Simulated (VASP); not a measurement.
# AlNi (Cmmm) in VASP: a series of runs

The runs below take AlNi through single point, with r2SCAN.

Everything below comes from runs of VASP 6.6.1. Logs are shortened: lines on timing, memory, paths and dates and some standing lists are left out, and cuts for length are marked.

## (1) The cell of the first run

Symmetry: Cmmm, No. 65, orthorhombic system. The conventional cell has a = 3.877 Å, b = 3.906 Å, c = 3.099 Å, α = 90.00°, β = 90.00°, γ = 90.00°. Al (site symmetry mmm) has 8 Ni at 2.48 to 2.49 Å and 6 Al at 2.75 to 3.10 Å within 3.3 Å. Ni (site symmetry mmm) has 8 Al at 2.48 to 2.49 Å and 6 Ni at 2.75 to 3.10 Å within 3.3 Å.

## (2) Single point, r2SCAN

The input, POSCAR:

```
AlNi
1.0
    1.9386940000     -1.9531901500      0.0000000000
    1.9386940000      1.9531901500      0.0000000000
    0.0000000000      0.0000000000      3.0994300413
Al Ni
1 1
Direct
    0.0000000000      0.0000000000      0.0000000000
    0.5000000000      0.5000000000      0.5000000000
```

The input, INCAR.step1:

```
PREC = Accurate
ENCUT = 520
ISMEAR = 0
SIGMA = 0.2
LREAL = F
LASPH = T
NELM = 60
NBANDS = 14
GGA = PE
ALGO = Normal
EDIFF = 1E-4
LWAVE = T
LCHARG = F
```

The input, INCAR.step2:

```
PREC = Accurate
ENCUT = 520
EDIFF = 1E-6
ISMEAR = 0
SIGMA = 0.2
LREAL = F
LASPH = T
NELM = 60
ALGO = Normal
ISIF = 2
LWAVE = F
LCHARG = F
METAGGA = R2SCAN
LMIXTAU = T
NBANDS = 14
ISTART = 1
```

The input, KPOINTS:

```
regular mesh
0
Gamma
  8 8 7
```

Potentials or basis: VASP PAW PBE potentials, release 64 (Al, Ni).

Command:

```sh
$ cat potpaw_PBE.64/Al/POTCAR potpaw_PBE.64/Ni/POTCAR > POTCAR
$ cp INCAR.step1 INCAR
$ mpirun -np 1 vasp_std > vasp.out
$ cp INCAR.step2 INCAR
$ mpirun -np 1 vasp_std > vasp.out
```

OUTCAR:

```text
PREC = Accurate
   ENCUT = 520
   EDIFF = 1E-6
   ISMEAR = 0
   LREAL = F
   LASPH = T
   NELM = 60
   ISIF = 2
   METAGGA = R2SCAN
   ISTART = 1

 ion  position               nearest neighbor table
   1  0.000  0.000  0.000-   2 2.48   2 2.48   2 2.48   2 2.48   2 2.49   2 2.49   2 2.49   2 2.49

   2  0.500  0.500  0.500-   1 2.48   1 2.48   1 2.48   1 2.48   1 2.49   1 2.49   1 2.49   1 2.49

  LATTYP: Found a base centered orthorhombic cell.
 ALAT       =     3.8773880000
 B/A-ratio  =     1.0074772759
 C/A-ratio  =     0.7993603017

  Lattice vectors:

 A1 = (   1.9386940000,  -1.9531901500,   0.0000000000)
 A2 = (   1.9386940000,   1.9531901500,   0.0000000000)
 A3 = (   0.0000000000,   0.0000000000,   3.0994300413)

Analysis of symmetry for initial positions (statically):
=====================================================================
 Subroutine PRICEL returns:
 Original cell was already a primitive cell.

 Routine SETGRP: Setting up the symmetry group for a
 base centered orthorhombic supercell.

 Subroutine GETGRP returns: Found  8 space group operations
 (whereof  8 operations were pure point group operations)
 out of a pool of  8 trial point group operations.

The static configuration has the point symmetry D_2h.

Analysis of symmetry for dynamics (positions and initial velocities):
=====================================================================
 Subroutine PRICEL returns:
 Original cell was already a primitive cell.

 Routine SETGRP: Setting up the symmetry group for a
 base centered orthorhombic supercell.

 Subroutine GETGRP returns: Found  8 space group operations
 (whereof  8 operations were pure point group operations)
 out of a pool of  8 trial point group operations.

The dynamic configuration has the point symmetry D_2h.

 Subroutine INISYM returns: Found  8 space group operations
 (whereof  8 operations are pure point group operations),
 and found     1 'primitive' translations

----------------------------------------------------------------------------------------

                                     Primitive cell

  volume of cell :      23.4728

  direct lattice vectors                    reciprocal lattice vectors
     1.938694000 -1.953190150  0.000000000     0.257905580 -0.255991461  0.000000000
     1.938694000  1.953190150  0.000000000     0.257905580  0.255991461  0.000000000
     0.000000000  0.000000000  3.099430041     0.000000000  0.000000000  0.322639965

  length of vectors
     2.751996764  2.751996764  3.099430041     0.363382603  0.363382603  0.322639965

  position of ions in fractional coordinates (direct lattice)
     0.000000000  0.000000000  0.000000000
     0.500000000  0.500000000  0.500000000

  ion indices of the primitive-cell ions
   primitive index   ion index
                 1           1
                 2           2

----------------------------------------------------------------------------------------

 KPOINTS: regular mesh

Automatic generation of k-mesh.
 Grid dimensions read from file:
 generate k-points for:    8    8    7

 Generating k-lattice:

  Cartesian coordinates                     Fractional coordinates (reciprocal lattice)
     0.032238197 -0.031998933  0.000000000     0.125000000  0.000000000  0.000000000
     0.032238197  0.031998933  0.000000000     0.000000000  0.125000000  0.000000000
     0.000000000  0.000000000  0.046091424     0.000000000  0.000000000  0.142857143

  Length of vectors
     0.045422825  0.045422825  0.046091424

  Shift w.r.t. Gamma in fractional coordinates (k-lattice)
     0.000000000  0.000000000  0.000000000

 Subroutine IBZKPT returns following result:
 ===========================================

 Found     84 irreducible k-points:

 Following reciprocal coordinates:
            Coordinates               Weight
  0.000000  0.000000  0.000000      1.000000
  0.125000  0.000000  0.000000      4.000000
  0.250000  0.000000  0.000000      4.000000
  0.375000  0.000000  0.000000      4.000000
  0.500000  0.000000  0.000000      2.000000
  0.125000  0.125000  0.000000      2.000000
[... 16 lines left out ...]
  0.125000  0.000000  0.142857      8.000000
  0.250000  0.000000  0.142857      8.000000
 [... further k-points ...]
   k-points           NKPTS =     84   k-points in BZ     NKDIM =     84   number of bands    NBANDS=     14
   number of dos      NEDOS =    301   number of ions     NIONS =      2
   total plane-waves  NPLWV =   9600
   dimension x,y,z NGX =    20 NGY =   20 NGZ =   24
   dimension x,y,z NGXF=    40 NGYF=   40 NGZF=   48
   ions per type =               1   1
   NGX,Y,Z   is equivalent  to a cutoff of  12.08, 12.08, 12.87 a.u.
   NGXF,Y,Z  is equivalent  to a cutoff of  24.16, 24.16, 25.75 a.u.
 SYSTEM =  unknown system
   PREC   = accura    normal or accurate (medium, high low for compatibility)
   ISTART =      1    job   : 0-new  1-cont  2-samecut
   ICHARG =      0    charge: 1-file 2-atom 10-const
   ISPIN  =      1    spin polarized calculation?
   LNONCOLLINEAR =      F non collinear calculations
   LSORBIT =      F    spin-orbit coupling
   LASPH  =      T    aspherical Exc in radial PAW
   ENCUT  =  520.0 eV  38.22 Ry    6.18 a.u.   5.12  5.12  5.76*2*pi/ulx,y,z
   NELM   =     60;   NELMIN=  2; NELMDL=  0     # of ELM steps
   EDIFF  = 0.1E-05   stopping-criterion for ELM
   LREAL  =      F    real-space projection
   EDIFFG = 0.1E-04   stopping-criterion for IOM
   NSW    =      0    number of steps for IOM
   IBRION =     -1    ionic relax: 0-MD 1-quasi-New 2-CG
   NFREE  =      0    steps in history (QN), initial steepest desc. (CG)
   ISIF   =      2    stress and relaxation
   ISYM   =      2    0-nonsym 1-usesym 2-fastsym
   POTIM  = 0.5000    time-step for ionic-motion
   TEBEG  =    0.0;   TEEND  =   0.0 temperature during run
   PSTRESS=    0.0 pullay stress
   NELECT =      13.0000    total number of electrons
   NUPDOWN=      -1.0000    fix difference up-down
   EMIN   =  10.00;   EMAX   =-10.00  energy-range for DOS
   EFERMI =   0.00;   METHOD = LEGACY
   ISMEAR =     0;   SIGMA  =   0.20  broadening in eV -4-tet -1-fermi 0-gaus
   EFERMI_NEDOS =   21; number of points for ismear=-14 and -15
   IALGO  =     38    algorithm
   IMIX   =      4    mixing-type and parameters
     AMIX     =   0.40;   BMIX     =  1.00
     AMIX_MAG =   1.60;   BMIX_MAG =  1.00
  volume/ion in A,a.u.               =      11.74        79.20
  Fermi-wavevector in a.u.,A,eV,Ry     =   1.344417  2.540580 24.591955  1.807458
  Thomas-Fermi vector in A             =   2.472413
   LORBIT       =      0    0 simple, 1 ext, 2 COOP (PROOUT), +10 PAW based schemes
   METAGGA = R2SCAN    functional components
   LHFCALC =     F    Hartree Fock is set to
   AEXX    =    0.0000 exact exchange contribution
   IVDW    =     0    specifies the selected vdW correction
   LEPSILON=     F    determine dielectric tensor
   LRPA    =     F    only Hartree local field effects (RPA)
 non-spin polarized calculation
 Gauss-broadening in eV      SIGMA  =   0.20
  energy-cutoff  :      520.00
  volume of cell :       23.47
 maximum number of plane-waves:       646
   NGX = 11   NGY = 11   NGZ = 11

 number of electron      13.0000021 magnetization

 Free energy of the ion-electron system (eV)
  ---------------------------------------------------
  ext. energy  EPLUGINS =         0.00000000
  ---------------------------------------------------
  free energy    TOTEN  =       -20.01969389 eV

  energy without entropy =      -19.99782131  energy(sigma->0) =      -20.00875760

 E-fermi :  10.1428     XC(G=0): -13.1133

 val. band max:       10.1305451114   @ k =   0.2500   0.0000   0.2857
 cond. band min:      10.1543499081   @ k =   0.3750   0.1250   0.0000
 fundamental gap:      0.0238047966
 Fermi energy:        10.1427716117

 k-point     1 :       0.0000    0.0000    0.0000
  band No.  band energies     occupation
      1      -1.7338      2.00000
      2       6.5532      2.00000
      3       6.7457      2.00000
      4       8.3982      2.00000
      5       8.4176      2.00000
      6       8.6486      2.00000
      7      13.2877      0.00000
      8      17.5405      0.00000
      9      17.6751      0.00000
     10      17.7197      0.00000
     11      19.1107      0.00000
     12      26.0396      0.00000
     13      31.6193      0.00000
     14      31.6333      0.00000

 k-point     2 :       0.1250    0.0000    0.0000
  band No.  band energies     occupation
      1      -1.4032      2.00000
      2       6.6314      2.00000
      3       6.7682      2.00000
      4       8.1886      2.00000
      5       8.4266      2.00000
      6       8.5283      2.00000
      7      13.7813      0.00000
      8      14.7234      0.00000
      9      17.7532      0.00000
     10      18.0905      0.00000
     11      21.2450      0.00000
     12      27.4967      0.00000
     13      28.5861      0.00000
     14      31.5804      0.00000

 k-point     3 :       0.2500    0.0000    0.0000
  band No.  band energies     occupation
      1      -0.4278      2.00000
      2       6.4878      2.00000
      3       6.9112      2.00000
      4       7.7522      2.00000
      5       8.2580      2.00000
      6       8.4707      2.00000
      7      11.7045      0.00000
      8      15.0516      0.00000
      9      17.9696      0.00000
     10      19.1876      0.00000
     11      22.8167      0.00000
     12      25.0871      0.00000
     13      28.2897      0.00000
     14      28.6929      0.00000
[... 324 lines left out ...]
 k-point    23 :       0.1250    0.0000    0.1429
  band No.  band energies     occupation
      1      -1.0649      2.00000
      2       6.4750      2.00000
      3       6.8257      2.00000
      4       8.0734      2.00000
      5       8.3366      2.00000
      6       8.5390      2.00000
      7      11.7693      0.00000
      8      15.1356      0.00000
      9      18.5064      0.00000
     10      19.7955      0.00000
     11      21.6635      0.00000
     12      26.3028      0.00000
     13      27.9105      0.00000
     14      29.4361      0.00000

 k-point    24 :       0.2500    0.0000    0.1429
  band No.  band energies     occupation
      1      -0.1011      2.00000
      2       6.5984      2.00000
      3       6.7735      2.00000
      4       7.6458      2.00000
      5       8.2666      2.00000
      6       8.3901      2.00000
      7      11.7328      0.00000
      8      13.1308      0.00000
      9      19.5831      0.00000
     10      19.8316      0.00000
     11      22.7307      0.00000
     12      24.0128      0.00000
     13      28.8869      0.00000
     14      29.9978      0.00000

 [... further k-points ...]
[... 5 lines left out ...]
  --------------------------------------------------------------------------------------
  -------------------------------------------------------------------------------------
  Total        0.4588495      0.2238554     -0.4671026      0.0000000      0.0000000      0.0000000
  in kB       31.3195296     15.2796210    -31.8828609      0.0000000      0.0000000      0.0000000
  external PRESSURE =       4.9054299 kB  Pullay stress =       0.0000000 kB

 VOLUME and BASIS-vectors are now :
 -----------------------------------------------------------------------------
  energy-cutoff  :      520.00
  volume of cell :       23.47
      direct lattice vectors                 reciprocal lattice vectors
     1.938694000 -1.953190150  0.000000000     0.257905580 -0.255991461  0.000000000
     1.938694000  1.953190150  0.000000000     0.257905580  0.255991461  0.000000000
     0.000000000  0.000000000  3.099430041     0.000000000  0.000000000  0.322639965

 POSITION                                       TOTAL-FORCE (eV/Angst)
 -----------------------------------------------------------------------------------
      0.00000      0.00000      0.00000         0.000000      0.000000      0.000000
      1.93869      0.00000      1.54972        -0.000000     -0.000000      0.000000
 -----------------------------------------------------------------------------------
    total drift:                                0.000000      0.000000      0.000000

  FREE ENERGIE OF THE ION-ELECTRON SYSTEM (eV)
  ---------------------------------------------------
  free  energy   TOTEN  =       -20.0196938916 eV

  energy  without entropy=      -19.9978213149  energy(sigma->0) =      -20.00875760
```

It took 2.3 min on 1 thread of Intel Xeon 8259CL, shared host; peak memory 0.15 GiB.

Results:

| Quantity | Value |
| --- | --- |
| Free energy | -20.0197 eV |
| Pressure | 0.5 GPa |
| Band gap on the k mesh | zero (an odd number of electrons rules out a gap without spin polarisation) |

Caveat: the PAW data sets were made with another functional, which shifts forces and pressure a little. Spin polarisation is off, so any magnetic state and its effect on volume and gap are missing.

## (3) Single point, r2SCAN

POSCAR is that of step 2.

The input, INCAR.step1:

```
SYSTEM = AlNi
PREC = Accurate
ENCUT = 520
ISMEAR = 0
SIGMA = 0.4
LREAL = .FALSE.
LASPH = .TRUE.
NELM = 80
NBANDS = 14
GGA = PE
ALGO = Normal
EDIFF = 1E-4
LWAVE = .TRUE.
LCHARG = .FALSE.
```

The input, INCAR.step2:

```
SYSTEM = AlNi
PREC = Accurate
ENCUT = 520
EDIFF = 1E-6
ISMEAR = 0
SIGMA = 0.4
LREAL = .FALSE.
LASPH = .TRUE.
NELM = 80
ALGO = Normal
ISIF = 2
LWAVE = .FALSE.
LCHARG = .FALSE.
METAGGA = R2SCAN
LMIXTAU = .TRUE.
NBANDS = 14
ISTART = 1
```

The input, KPOINTS:

```
regular mesh
0
G
  8 8 7
  0 0 0
```

Potentials or basis: VASP PAW PBE potentials, release 64 (Al, Ni).

Command:

```sh
$ cat potpaw_PBE.64/Al/POTCAR potpaw_PBE.64/Ni/POTCAR > POTCAR
$ cp INCAR.step1 INCAR
$ mpirun -np 1 vasp_std > vasp.out
$ cp INCAR.step2 INCAR
$ mpirun -np 1 vasp_std > vasp.out
```

Wall time 2.2 min (1 thread of Intel Xeon 8259CL, shared host); peak memory 0.15 GiB.

Results (log left out):

| Quantity | Value |
| --- | --- |
| Free energy | -20.0507 eV |
| Pressure | 0.7 GPa |
| Band gap on the k mesh | zero (an odd number of electrons rules out a gap without spin polarisation) |

Stress tensor (GPa, compression positive):
```
 3.60  0.00  0.00
 0.00  1.94  0.00
 0.00  0.00 -3.40
```

Levels at points of the mesh, in eV from the Fermi level:
| k point | band 4 | band 5 | band 6 | band 7 | band 8 | band 9 |
| --- | --- | --- | --- | --- | --- | --- |
| (0.00, 0.00, 0.00) | -1.76 | -1.74 | -1.51 | 3.14 | 7.39 | 7.52 |
| (0.50, 0.00, 0.00) | -2.90 | -2.24 | -1.63 | -0.39 | 8.18 | 8.29 |
| (0.50, 0.50, 0.00) | -2.58 | -2.58 | -2.50 | -0.89 | 2.31 | 3.51 |

Caveat: so wide a smearing shifts energies and pressures; the PAW data sets were made with another functional, which shifts forces and pressure a little. Spin polarisation is off, so any magnetic state and its effect on volume and gap are missing.

## (4) Single point, r2SCAN

POSCAR is that of step 3.

The input, INCAR.step1:

```
SYSTEM = AlNi
PREC     = Accurate       ! precision mode
ENCUT    = 520            ! plane-wave cutoff, eV
ISMEAR   = 0              ! smearing method
SIGMA    = 0.1            ! smearing width, eV
LREAL    = .FALSE.        ! projectors in reciprocal space
LASPH    = .TRUE.         ! aspherical terms in the spheres
NELM     = 60             ! most SCF steps
NBANDS   = 14             ! bands
GGA      = PE             ! functional
ALGO     = Normal         ! electronic algorithm
EDIFF    = 1E-4           ! SCF threshold, eV
LWAVE    = .TRUE.         ! write WAVECAR
LCHARG   = .FALSE.        ! write CHGCAR
```

The input, INCAR.step2:

```
SYSTEM = AlNi
PREC     = Accurate       ! precision mode
ENCUT    = 520            ! plane-wave cutoff, eV
EDIFF    = 1E-7           ! SCF threshold, eV
ISMEAR   = 0              ! smearing method
SIGMA    = 0.1            ! smearing width, eV
LREAL    = .FALSE.        ! projectors in reciprocal space
LASPH    = .TRUE.         ! aspherical terms in the spheres
NELM     = 60             ! most SCF steps
ALGO     = Normal         ! electronic algorithm
ISIF     = 2              ! what is computed and relaxed
LWAVE    = .FALSE.        ! write WAVECAR
LCHARG   = .FALSE.        ! write CHGCAR
METAGGA  = R2SCAN         ! meta-GGA
LMIXTAU  = .TRUE.       
NBANDS   = 14             ! bands
ISTART   = 1
```

The input, KPOINTS:

```
regular mesh
0
G
  16 16 14
  0 0 0
```

Command:

```sh
$ cat potpaw_PBE.64/Al/POTCAR potpaw_PBE.64/Ni/POTCAR > POTCAR
$ cp INCAR.step1 INCAR
$ mpirun -np 1 vasp_std > vasp.out
$ cp INCAR.step2 INCAR
$ mpirun -np 1 vasp_std > vasp.out
```

It took 6.8 min on 1 thread of Intel Xeon Platinum 8259CL at 2.50GHz (Skylake/Cascade Lake), shared host; peak memory 0.3 GiB.

It converged, with:

```
Free energy            : -20.0224 eV
Pressure               : 0.3 GPa
Band gap on the k mesh : zero (an odd number of electrons rules out a gap without spin polarisation)
```

Stress tensor (GPa, compression positive):
```
 3.53  0.00  0.00
 0.00  1.89  0.00
 0.00  0.00 -4.46
```

Levels at points of the mesh, in eV from the Fermi level:
```tsv
k point	band 4	band 5	band 6	band 7	band 8	band 9	band 10	band 11
(0.00, 0.00, 0.00)	-1.73	-1.71	-1.47	3.14	7.40	7.53	7.57	8.97
(0.50, 0.00, 0.00)	-2.87	-2.21	-1.60	-0.36	8.19	8.29	9.95	12.26
(0.50, 0.50, 0.00)	-2.55	-2.55	-2.50	-0.85	2.32	3.53	11.65	14.28
(0.00, 0.00, 0.50)	-2.18	-2.16	-1.43	-1.30	8.77	11.81	11.86	12.26
(0.50, 0.00, 0.50)	-3.10	-2.13	-1.99	-1.28	1.41	2.38	14.69	16.32
(0.50, 0.50, 0.50)	-1.25	-0.84	1.86	2.12	2.25	4.22	4.32	4.69
```

Caveat: the PAW data sets were made with another functional, which shifts forces and pressure a little. Spin polarisation is off, so any magnetic state and its effect on volume and gap are missing.

## (5) The runs side by side

| k mesh | smearing | gap on the mesh (eV) | pressure (GPa) |
| --- | --- | --- | --- |
| 8 × 8 × 7 | gaussian 0.2 eV | none | 0.5 |
| 8 × 8 × 7 | gaussian 0.4 eV | none | 0.7 |
| 16 × 16 × 14 | gaussian 0.1 eV | none | 0.3 |

Alike in all rows: task single point; level r2SCAN; potentials or basis VASP PAW PBE potentials, release 64 (Al, Ni); no spin polarisation; cell as given; cutoff (eV) 520.

Caveats: the PAW data sets were made with another functional, which shifts forces and pressure a little; so wide a smearing shifts energies and pressures (at least some runs).

Total energies depend on the potentials used, so only differences within one code and one set of settings carry meaning.
